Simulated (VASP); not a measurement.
# Al in VASP: further runs

Al is run at these levels: PBEsol; tasks: single point.

Everything below comes from runs of VASP 6.6.1. Logs are shortened: lines on timing, memory, paths and dates and some standing lists are left out, and cuts for length are marked.

**1. The cell of the first run**

The cell holds a slab with vacuum, 5 atoms: a = 2.839 Å, b = 2.839 Å, c = 24.031 Å, α = 90.00°, β = 90.00°, γ = 90.00°.

**2. Single point, PBEsol**

File INCAR:

```
SYSTEM = Al
PREC = Accurate ; ENCUT = 520
EDIFF = 1E-6 ; ISMEAR = -1
SIGMA = 0.08 ; LREAL = .FALSE.
LASPH = .TRUE. ; NELM = 80
ALGO = Normal ; ISIF = 2
LWAVE = .FALSE. ; LCHARG = .FALSE.
LDIPOL = .TRUE. ; IDIPOL = 3
DIPOL = 0.5 0.5 0.500 ; GGA = PS
NBANDS = 16
```

File KPOINTS:

```
regular mesh
0
G
  14 14 1
  0 0 0
```

File POSCAR:

```
Al
1.0
    2.8394494519      0.0000000000      0.0000000000
    0.0000000000      2.8394494519      0.0000000000
    0.0000000000      0.0000000000     24.0312000000
Al
5
Direct
    0.0000000000      0.0000000000      0.3302306759
    0.5000000000      0.5000000000      0.4149406378
    0.0000000000      0.0000000000      0.4999999975
    0.5000000000      0.5000000000      0.5850593614
    0.0000000000      0.0000000000      0.6697693273
```

Potentials or basis: VASP PAW PBE potentials, release 64 (Al).

Launch:

```console
cat potpaw_PBE.64/Al/POTCAR > POTCAR
mpirun -np 1 vasp_std > vasp.out
```

OUTCAR:

```text
SYSTEM = Al
   PREC = Accurate
   ENCUT = 520
   EDIFF = 1E-6
   ISMEAR = -1
   LREAL = .FALSE.
   LASPH = .TRUE.
   NELM = 80
   ISIF = 2
   GGA = PS

 ion  position               nearest neighbor table
   1  0.000  0.000  0.330-   2 2.86   2 2.86   2 2.86   2 2.86
   2  0.500  0.500  0.415-   1 2.86   1 2.86   1 2.86   1 2.86   3 2.87   3 2.87   3 2.87   3 2.87

   3  0.000  0.000  0.500-   2 2.87   2 2.87   2 2.87   2 2.87   4 2.87   4 2.87   4 2.87   4 2.87

   4  0.500  0.500  0.585-   5 2.86   5 2.86   5 2.86   5 2.86   3 2.87   3 2.87   3 2.87   3 2.87

   5  0.000  0.000  0.670-   4 2.86   4 2.86   4 2.86   4 2.86

  LATTYP: Found a simple tetragonal cell.
 ALAT       =     2.8394494519
 C/A-ratio  =     8.4633307995

  Lattice vectors:

 A1 = (   2.8394494519,   0.0000000000,   0.0000000000)
 A2 = (   0.0000000000,   2.8394494519,   0.0000000000)
 A3 = (   0.0000000000,   0.0000000000,  24.0312000000)

Analysis of symmetry for initial positions (statically):
=====================================================================
 Subroutine PRICEL returns:
 Original cell was already a primitive cell.

 Routine SETGRP: Setting up the symmetry group for a
 simple tetragonal supercell.

 Subroutine GETGRP returns: Found 16 space group operations
 (whereof 16 operations were pure point group operations)
 out of a pool of 16 trial point group operations.

The static configuration has the point symmetry D_4h.

Analysis of symmetry for dynamics (positions and initial velocities):
=====================================================================
 Subroutine PRICEL returns:
 Original cell was already a primitive cell.

 Routine SETGRP: Setting up the symmetry group for a
 simple tetragonal supercell.

 Subroutine GETGRP returns: Found 16 space group operations
 (whereof 16 operations were pure point group operations)
 out of a pool of 16 trial point group operations.

The dynamic configuration has the point symmetry D_4h.

 Subroutine INISYM returns: Found 16 space group operations
 (whereof 16 operations are pure point group operations),
 and found     1 'primitive' translations

----------------------------------------------------------------------------------------

                                     Primitive cell

  volume of cell :     193.7509

  direct lattice vectors                    reciprocal lattice vectors
     2.839449452  0.000000000  0.000000000     0.352180948  0.000000000  0.000000000
     0.000000000  2.839449452  0.000000000     0.000000000  0.352180948  0.000000000
     0.000000000  0.000000000 24.031200000     0.000000000  0.000000000  0.041612570

  length of vectors
     2.839449452  2.839449452 24.031200000     0.352180948  0.352180948  0.041612570

  position of ions in fractional coordinates (direct lattice)
     0.000000000  0.000000000  0.330230676
     0.500000000  0.500000000  0.414940638
     0.000000000  0.000000000  0.499999997
     0.500000000  0.500000000  0.585059361
     0.000000000  0.000000000  0.669769327

  ion indices of the primitive-cell ions
   primitive index   ion index
                 1           1
                 2           2
                 3           3
                 4           4
                 5           5

----------------------------------------------------------------------------------------

 KPOINTS: regular mesh

Automatic generation of k-mesh.
 Grid dimensions read from file:
 generate k-points for:   14   14    1

 Generating k-lattice:

  Cartesian coordinates                     Fractional coordinates (reciprocal lattice)
     0.025155782  0.000000000  0.000000000     0.071428571  0.000000000  0.000000000
     0.000000000  0.025155782  0.000000000     0.000000000  0.071428571  0.000000000
     0.000000000  0.000000000  0.041612570     0.000000000  0.000000000  1.000000000

  Length of vectors
     0.025155782  0.025155782  0.041612570

  Shift w.r.t. Gamma in fractional coordinates (k-lattice)
     0.000000000  0.000000000  0.000000000

 Subroutine IBZKPT returns following result:
 ===========================================

 Found     36 irreducible k-points:

 Following reciprocal coordinates:
            Coordinates               Weight
  0.000000  0.000000  0.000000      1.000000
  0.071429  0.000000  0.000000      4.000000
  0.142857  0.000000  0.000000      4.000000
  0.214286  0.000000  0.000000      4.000000
  0.285714  0.000000  0.000000      4.000000
  0.357143  0.000000  0.000000      4.000000
[... 16 lines left out ...]
  0.285714  0.214286  0.000000      8.000000
  0.357143  0.214286  0.000000      8.000000
 [... further k-points ...]
   k-points           NKPTS =     36   k-points in BZ     NKDIM =     36   number of bands    NBANDS=     16
   number of dos      NEDOS =    301   number of ions     NIONS =      5
   total plane-waves  NPLWV = 103680
   dimension x,y,z NGX =    24 NGY =   24 NGZ =  180
   dimension x,y,z NGXF=    48 NGYF=   48 NGZF=  360
   ions per type =               5
   NGX,Y,Z   is equivalent  to a cutoff of  14.05, 14.05, 12.45 a.u.
   NGXF,Y,Z  is equivalent  to a cutoff of  28.10, 28.10, 24.90 a.u.
 SYSTEM =  Al
   PREC   = accura    normal or accurate (medium, high low for compatibility)
   ISTART =      0    job   : 0-new  1-cont  2-samecut
   ICHARG =      2    charge: 1-file 2-atom 10-const
   ISPIN  =      1    spin polarized calculation?
   LNONCOLLINEAR =      F non collinear calculations
   LSORBIT =      F    spin-orbit coupling
   LASPH  =      T    aspherical Exc in radial PAW
   ENCUT  =  520.0 eV  38.22 Ry    6.18 a.u.   5.28  5.28 44.68*2*pi/ulx,y,z
   NELM   =     80;   NELMIN=  2; NELMDL= -5     # of ELM steps
   EDIFF  = 0.1E-05   stopping-criterion for ELM
   LREAL  =      F    real-space projection
   EDIFFG = 0.1E-04   stopping-criterion for IOM
   NSW    =      0    number of steps for IOM
   IBRION =     -1    ionic relax: 0-MD 1-quasi-New 2-CG
   NFREE  =      0    steps in history (QN), initial steepest desc. (CG)
   ISIF   =      2    stress and relaxation
   ISYM   =      2    0-nonsym 1-usesym 2-fastsym
   POTIM  = 0.5000    time-step for ionic-motion
   TEBEG  =    0.0;   TEEND  =   0.0 temperature during run
   PSTRESS=    0.0 pullay stress
   NELECT =      15.0000    total number of electrons
   NUPDOWN=      -1.0000    fix difference up-down
   EMIN   =  10.00;   EMAX   =-10.00  energy-range for DOS
   EFERMI =   0.00;   METHOD = LEGACY
   ISMEAR =    -1;   SIGMA  =   0.08  broadening in eV -4-tet -1-fermi 0-gaus
   EFERMI_NEDOS =   21; number of points for ismear=-14 and -15
   IALGO  =     38    algorithm
   IMIX   =      4    mixing-type and parameters
     AMIX     =   0.40;   BMIX     =  1.00
     AMIX_MAG =   1.60;   BMIX_MAG =  1.00
  volume/ion in A,a.u.               =      38.75       261.50
  Fermi-wavevector in a.u.,A,eV,Ry     =   0.697735  1.318528  6.623785  0.486834
  Thomas-Fermi vector in A             =   1.781145
   LORBIT       =      0    0 simple, 1 ext, 2 COOP (PROOUT), +10 PAW based schemes
   GGA     = PS    functional components
   LHFCALC =     F    Hartree Fock is set to
   AEXX    =    0.0000 exact exchange contribution
   IVDW    =     0    specifies the selected vdW correction
   LEPSILON=     F    determine dielectric tensor
   LRPA    =     F    only Hartree local field effects (RPA)
 non-spin polarized calculation
  energy-cutoff  :      520.00
  volume of cell :      193.75
 maximum number of plane-waves:      5261
 NGX is ok and might be reduce to    24
   NGX = 11   NGY = 11   NGZ = 89

 dipolmoment           0.000000      0.000000     -0.000000 electrons x Angstroem

 number of electron      15.0000000 magnetization

 dipolmoment           0.000000      0.000000      0.000000 electrons x Angstroem

 Free energy of the ion-electron system (eV)
  ---------------------------------------------------
  ext. energy  EPLUGINS =         0.00000000
  ---------------------------------------------------
  free energy    TOTEN  =       -19.39493134 eV

  energy without entropy =      -19.34353673  energy(sigma->0) =      -19.36923404

 E-fermi :   0.9369     XC(G=0):  -5.1566

 val. band max:        0.9284244351   @ k =   0.4286   0.3571   0.0000
 cond. band min:       0.9404319621   @ k =   0.4286   0.2143   0.0000
 fundamental gap:      0.0120075271
 Fermi energy:         0.9368618181

 k-point     1 :       0.0000    0.0000    0.0000
  band No.  band energies     occupation
      1      -9.8860      2.00000
      2      -8.9717      2.00000
      3      -7.5003      2.00000
      4      -5.5429      2.00000
      5      -3.1137      2.00000
      6      -1.2497      2.00000
[... 8 lines left out ...]
     15       7.4933      0.00000
     16       7.8157      0.00000

 k-point     2 :       0.0714    0.0000    0.0000
  band No.  band energies     occupation
      1      -9.7926      2.00000
      2      -8.8788      2.00000
      3      -7.4082      2.00000
      4      -5.4516      2.00000
      5      -3.0228      2.00000
      6      -1.1629      2.00000
[... 8 lines left out ...]
     15       7.1215      0.00000
     16       7.8958      0.00000

 k-point     3 :       0.1429    0.0000    0.0000
  band No.  band energies     occupation
      1      -9.5126      2.00000
      2      -8.6004      2.00000
      3      -7.1322      2.00000
      4      -5.1783      2.00000
      5      -2.7509      2.00000
      6      -0.9027      2.00000
[... 8 lines left out ...]
     15       7.0054      0.00000
     16       7.3420      0.00000

 k-point     4 :       0.2143    0.0000    0.0000
  band No.  band energies     occupation
      1      -9.0473      2.00000
      2      -8.1376      2.00000
      3      -6.6733      2.00000
      4      -4.7240      2.00000
      5      -2.3003      2.00000
      6      -0.4708      2.00000
[... 8 lines left out ...]
     15       6.8523      0.00000
     16       7.4559      0.00000

 k-point     5 :       0.2857    0.0000    0.0000
  band No.  band energies     occupation
      1      -8.3984      2.00000
      2      -7.4923      2.00000
      3      -6.0334      2.00000
      4      -4.0907      2.00000
      5      -1.6837      2.00000
      6      -0.8252      2.00000
[... 8 lines left out ...]
     15       7.2839      0.00000
     16       7.5038      0.00000

 k-point     6 :       0.3571    0.0000    0.0000
  band No.  band energies     occupation
      1      -7.5685      2.00000
      2      -6.6670      2.00000
      3      -5.2153      2.00000
      4      -3.2818      2.00000
      5      -2.5163      2.00000
      6      -1.6332      2.00000
[... 8 lines left out ...]
     15       7.2966      0.00000
     16       8.3055      0.00000
[... 267 lines left out ...]
 k-point    21 :       0.5000    0.1429    0.0000
  band No.  band energies     occupation
      1      -5.0362      2.00000
      2      -5.0032      2.00000
      3      -4.2034      2.00000
      4      -4.0557      2.00000
      5      -2.7201      2.00000
      6      -2.6762      2.00000
[... 8 lines left out ...]
     15       7.4320      0.00000
     16       7.5317      0.00000

 k-point    22 :       0.2143    0.2143    0.0000
  band No.  band energies     occupation
      1      -8.2135      2.00000
      2      -7.3084      2.00000
      3      -5.8510      2.00000
      4      -3.9099      2.00000
      5      -1.4934      2.00000
      6       0.3088      1.99922
[... 8 lines left out ...]
     15       5.6354      0.00000
     16       6.6431      0.00000

 k-point    23 :       0.2857    0.2143    0.0000
  band No.  band energies     occupation
      1      -7.5686      2.00000
      2      -6.6670      2.00000
      3      -5.2150      2.00000
      4      -3.2807      2.00000
      5      -0.8826      2.00000
      6      -0.1508      2.00000
[... 8 lines left out ...]
     15       6.2185      0.00000
     16       6.2941      0.00000

 k-point    24 :       0.3571    0.2143    0.0000
  band No.  band energies     occupation
      1      -6.7440      2.00000
      2      -5.8471      2.00000
      3      -4.4022      2.00000
      4      -2.4778      2.00000
      5      -1.7538      2.00000
      6      -0.8762      2.00000
[... 8 lines left out ...]
     15       5.7378      0.00000
     16       6.5221      0.00000

 [... further k-points ...]

------------------------ aborting loop because EDIFF is reached ----------------------------------------

 vacuum level on the upper side and lower side of the slab       (xc-potential included)        -0.140        -0.140

  FORCE on cell =-STRESS in cart. coord.  units (eV):
  Direction    XX          YY          ZZ          XY          YZ          ZX
  --------------------------------------------------------------------------------------
  -------------------------------------------------------------------------------------
  Total       -2.1274806     -2.1274806      0.0196871      0.0000000      0.0000000      0.0000000
  in kB      -17.5926982    -17.5926982      0.1627981      0.0000000      0.0000000      0.0000000
  external PRESSURE =     -11.6741995 kB  Pullay stress =       0.0000000 kB

 VOLUME and BASIS-vectors are now :
 -----------------------------------------------------------------------------
  energy-cutoff  :      520.00
  volume of cell :      193.75
      direct lattice vectors                 reciprocal lattice vectors
     2.839449452  0.000000000  0.000000000     0.352180948  0.000000000  0.000000000
     0.000000000  2.839449452  0.000000000     0.000000000  0.352180948  0.000000000
     0.000000000  0.000000000 24.031200000     0.000000000  0.000000000  0.041612570

 POSITION                                       TOTAL-FORCE (eV/Angst)
 -----------------------------------------------------------------------------------
      0.00000      0.00000      7.93584         0.000000     -0.000000     -0.004537
      1.41972      1.41972      9.97152         0.000000      0.000000      0.003554
      0.00000      0.00000     12.01560         0.000000     -0.000000      0.000000
      1.41972      1.41972     14.05968         0.000000      0.000000     -0.003554
      0.00000      0.00000     16.09536         0.000000     -0.000000      0.004537
 -----------------------------------------------------------------------------------
    total drift:                               -0.000000     -0.000000      0.000000

  FREE ENERGIE OF THE ION-ELECTRON SYSTEM (eV)
  ---------------------------------------------------
  free  energy   TOTEN  =       -19.3949313442 eV

  energy  without entropy=      -19.3435367261  energy(sigma->0) =      -19.36923404

 vacuum level on the upper side and lower side of the slab         5.167         5.167
```

It took 60 s on 1 thread of Intel Xeon 6975P-C (Granite Rapids), shared host; peak memory 0.33 GiB.

Results:

```
Free energy            : -19.3949 eV
Largest force          : 0.005 eV/Å
Band gap on the k mesh : zero (an odd number of electrons rules out a gap without spin polarisation)
```

Forces on the atoms (eV/Å):
```
Al   0.000  0.000 -0.005
Al   0.000  0.000  0.004
Al   0.000  0.000  0.000
Al   0.000  0.000 -0.004
Al   0.000  0.000  0.005
```

Caveat: the PAW data sets were made with another functional, which shifts forces and pressure a little.

(Continued in part 2 of 2.)
